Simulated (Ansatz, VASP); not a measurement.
# Two plane-wave programs on HC28

The input INCAR:

```
ALGO = Normal
EDIFF = 1E-6
ENCUT = 520
GGA = PE
ISIF = 2
ISMEAR = 0
LASPH = T
LCHARG = F
LREAL = Auto
LWAVE = F
NBANDS = 76
NELM = 60
PREC = Accurate
SIGMA = 0.1
```

KPOINTS

```
k-points
0
Gamma
  4 4 3
```

The input POSCAR:

```
HC28
1.0
    1.2332663983     -6.4082401833      0.0000000000
    4.9330655932      4.2721601222      0.0000000000
    0.0000000000      0.0000000000      8.4654490661
C H
28 1
Direct
    0.8547947763      0.2625569742      0.2566350315
    0.4262289501      0.1196599458      0.2566141228
   -0.0023104012     -0.0231889467      0.2568036036
    0.7119127168      0.5482088479      0.2566370377
    0.2833481188      0.4053610752      0.2565664319
    0.5690242853      0.8339272470      0.2567953760
    0.1405137616      0.6910692978      0.2565302443
    0.8647557968      0.3161612239      0.7450637508
    0.4364027545      0.1740967017      0.7378796944
    0.0136314362      0.0360181923      0.7503069094
    0.7211475910      0.5969119821      0.7503723464
    0.2943576005      0.4603859207      0.7450792354
    0.5745180172      0.8893966542      0.7504548736
    0.1501280832      0.7456954681      0.7450902699
    0.6643084226      0.3101186139      0.2565923554
    0.2357869701      0.1673050457      0.2566137029
    0.8071672207      0.0244539053      0.2568514651
    0.5214269923      0.5958177695      0.2566759385
    0.0928922498      0.4529904385      0.2565040580
    0.3785631071      0.8815527795      0.2566243515
    0.9500266752      0.7386731283      0.2566369626
    0.9108677217      0.5523709418      0.7456732881
    0.4848684223      0.4120899181      0.7428518063
    0.0581754243      0.2702757176      0.7455949146
    0.7697929201      0.8407805562      0.7869016118
    0.3402675165      0.6996692930      0.7456755233
    0.6259661636      0.1256536932      0.7429334368
    0.1984088896      0.9845026584      0.7428867233
    0.7700630574      0.8409561114     -0.0797817025
```

Input for Ansatz:

```yaml
crystal:
  lattice:
    - [1.2332663983, -6.4082401833, 0.0]
    - [4.9330655932, 4.2721601222, 0.0]
    - [0.0, 0.0, 8.4654490661]
  atoms:
    - { symbol: C, position: [0.8547947763, 0.2625569742, 0.2566350315] }
    - { symbol: C, position: [0.4262289501, 0.1196599458, 0.2566141228] }
    - { symbol: C, position: [-0.0023104012, -0.0231889467, 0.2568036036] }
    - { symbol: C, position: [0.7119127168, 0.5482088479, 0.2566370377] }
    - { symbol: C, position: [0.2833481188, 0.4053610752, 0.2565664319] }
    - { symbol: C, position: [0.5690242853, 0.833927247, 0.256795376] }
    - { symbol: C, position: [0.1405137616, 0.6910692978, 0.2565302443] }
    - { symbol: C, position: [0.8647557968, 0.3161612239, 0.7450637508] }
    - { symbol: C, position: [0.4364027545, 0.1740967017, 0.7378796944] }
    - { symbol: C, position: [0.0136314362, 0.0360181923, 0.7503069094] }
    - { symbol: C, position: [0.721147591, 0.5969119821, 0.7503723464] }
    - { symbol: C, position: [0.2943576005, 0.4603859207, 0.7450792354] }
    - { symbol: C, position: [0.5745180172, 0.8893966542, 0.7504548736] }
    - { symbol: C, position: [0.1501280832, 0.7456954681, 0.7450902699] }
    - { symbol: C, position: [0.6643084226, 0.3101186139, 0.2565923554] }
    - { symbol: C, position: [0.2357869701, 0.1673050457, 0.2566137029] }
    - { symbol: C, position: [0.8071672207, 0.0244539053, 0.2568514651] }
    - { symbol: C, position: [0.5214269923, 0.5958177695, 0.2566759385] }
    - { symbol: C, position: [0.0928922498, 0.4529904385, 0.256504058] }
    - { symbol: C, position: [0.3785631071, 0.8815527795, 0.2566243515] }
    - { symbol: C, position: [0.9500266752, 0.7386731283, 0.2566369626] }
    - { symbol: C, position: [0.9108677217, 0.5523709418, 0.7456732881] }
    - { symbol: C, position: [0.4848684223, 0.4120899181, 0.7428518063] }
    - { symbol: C, position: [0.0581754243, 0.2702757176, 0.7455949146] }
    - { symbol: C, position: [0.7697929201, 0.8407805562, 0.7869016118] }
    - { symbol: C, position: [0.3402675165, 0.699669293, 0.7456755233] }
    - { symbol: C, position: [0.6259661636, 0.1256536932, 0.7429334368] }
    - { symbol: C, position: [0.1984088896, 0.9845026584, 0.7428867233] }
    - { symbol: H, position: [0.7700630574, 0.8409561114, -0.0797817025] }
basis:
  xc_grid: 2
kpoints:
  mp_grid: { grid: [4, 4, 3], shift: [0.0, 0.0, 0.0] }
hamiltonian:
  xc: pbe
  pseudopotentials: { kind: nc, accuracy: standard }
scf:
  occupations: { method: gaussian, width: 0.1 }
  lower_state_search: standard
output:
  forces: true
  eigenvalues: true
```

Alike in both runs: task single point; functional PBE; k mesh 4 × 4 × 3; occupations gaussian, width 0.1 eV; no spin polarisation.

|  | VASP | Ansatz |
| --- | --- | --- |
| version | VASP 6.6.1 | Ansatz 0.2.0 |
| potentials or method | VASP PAW PBE potentials, release 64 (C, H) | scalar-relativistic, plane waves, norm-conserving potentials |
| plane-wave cutoff (eV) | 520 | 1116 |
| valence electrons in the cell | 113 | 113 |

VASP gave:

* gap on the k mesh at the Fermi level (eV): none
* rms of the force components (eV/Å): 0.008

Which values does Ansatz return?

gap on the k mesh at the Fermi level (eV): none; rms of the force components (eV/Å): 0.006.

Atom by atom the forces differ by 0.008 eV/Å (rms over components). A gap of «none» marks a metal or a gap that the smearing closes. With one functional, cell and mesh, what is left measures potentials, basis and numerics.
